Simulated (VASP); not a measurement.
Input of a VASP 6.6.1 run:

INCAR

```
PREC = Accurate
ENCUT = 520
EDIFF = 1E-6
ISMEAR = -1
SIGMA = 0.05
LREAL = False
LASPH = True
NELM = 150
ALGO = Normal
ISIF = 2
LWAVE = False
LCHARG = False
ISPIN = 2
MAGMOM = 2 2
LORBIT = 11
LMAXMIX = 4
GGA = PS
NBANDS = 20
```

File KPOINTS:

```
Automatic mesh
0
Gamma
  12 12 7
```

File POSCAR:

```
Co
1.0
    2.5038379689      0.0000000000      0.0000000000
   -1.2519189845      2.1683872881      0.0000000000
    0.0000000000      0.0000000000      4.0901994896
Co
2
Direct
    0.3333333333      0.6666666667      0.7401390000
    0.6666666667      0.3333333333      0.2598610000
```

Potentials or basis: VASP PAW PBE potentials, release 64 (Co).

Launch:

```bash
$ cat potpaw_PBE.64/Co/POTCAR > POTCAR
$ mpirun -np 1 vasp_std > vasp.out
```

**Question.** What does it give for the largest force?

**Answer.** 0.368 eV/Å.

**Question.** Predict the site moments.

**Answer.** Co +1.66 μB.

**Question.** Estimate the net moment.

**Answer.** 3.28 μB per cell.

Stress tensor (GPa, compression positive):
```
-12.65   0.00   0.00
  0.00 -12.65   0.00
  0.00   0.00 -15.36
```

Caveat: the PAW data sets were made with another functional, which shifts forces and pressure a little.
